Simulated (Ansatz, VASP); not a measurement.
Given: the input of a run of VASP 6.6.1 on CoO.

File INCAR:

```
SYSTEM = CoO
ALGO = Normal
EDIFF = 1E-8
ENCUT = 520
GGA = CA
ISIF = 2
ISMEAR = 0
ISPIN = 2
LASPH = .True.
LCHARG = .False.
LEFG = .True.
LMAXMIX = 4
LORBIT = 11
LREAL = .False.
LWAVE = .False.
MAGMOM = 2.46 2.46 0.36 0.36
NBANDS = 27
NELM = 150
PREC = Accurate
SIGMA = 0.1
```

File KPOINTS:

```
k-points
0
Gamma
  10 10 5
  0 0 0
```

File POSCAR:

```
CoO
1.0
    3.1976457435      0.0000000000      0.0000000000
   -1.5988228718      2.7692424462      0.0000000000
    0.0000000000      0.0000000000      5.2287097100
Co O
2 2
Direct
    0.3333333333      0.6666666667      0.5033624100
    0.0000000000      0.0000000000      0.0034741400
    0.3333333333      0.6666666667      0.8715556000
    0.0000000000      0.0000000000      0.3716088500
```

Potentials or basis: VASP PAW LDA potentials, release 64 (Co, O).

The run is started by

```sh
$ cat potpaw_LDA.64/Co/POTCAR potpaw_LDA.64/O/POTCAR > POTCAR
$ mpirun -np 1 vasp_std > vasp.out
```

Q: Set up the same calculation for Ansatz 0.2.0. Potentials there: Ansatz PAW.

A: As run (the cutoff follows the program's own potentials):

File input.yaml:

```yaml
crystal:
  lattice:
    - [3.1976457435, 0.0, 0.0]
    - [-1.5988228718, 2.7692424462, 0.0]
    - [0.0, 0.0, 5.22870971]
  atoms:
    - { symbol: Co, position: [0.3333333333, 0.6666666667, 0.50336241] }
    - { symbol: Co, position: [0.0, 0.0, 0.00347414] }
    - { symbol: O, position: [0.3333333333, 0.6666666667, 0.8715556] }
    - { symbol: O, position: [0.0, 0.0, 0.37160885] }
hamiltonian:
  xc: lda
  pseudopotentials: { kind: paw }
magnetization:
  spin_polarized: true
kpoints:
  mp_grid: { grid: [10, 10, 5] }
scf:
  occupations: { method: gaussian, width: 0.1 }
output:
  forces: true
  stress: true
  eigenvalues: true
  efg: {}
```

Potentials or basis: Ansatz PAW.

Command:

```sh
$ ansatz run input.yaml --threads 1 --pin off --max-ram 3584MiB --backend cpu --events-out ev --progress --plain --runs-dir out
```

Both were run:

|  | VASP | Ansatz | Ansatz less VASP |
| --- | --- | --- | --- |
| gap on the k mesh at the Fermi level (eV) | none | none | - |
| pressure (GPa) | -16.3 | -15.0 | +1.27 |
| traceless stress, the component that is largest in VASP (GPa) | 2.60 | 2.38 | -0.229 |
| rms of the force components (eV/Å) | 0.146 | 0.141 | -0.0052 |
| net moment per atom (μB) | 1.33 | 1.40 | +0.079 |
| size of the moment on the site where the two differ most (μB) | 2.27 | 2.23 | -0.041 |
| size of Vzz on the site where it differs most (V/Å²) | 8.7 | 10.1 | +1.34 |

LDA's correlation is that of Perdew and Zunger in VASP and of Perdew and Wang (1992) in Ansatz. Site moments also hang on the region over which each program counts them. Atom by atom the forces differ by 0.005 eV/Å (rms over components). A gap of «none» marks a metal or a gap that the smearing closes. VASP's potentials hold 30 valence electrons a cell and Ansatz's 46, so a difference there can come from the potentials and not from the codes.
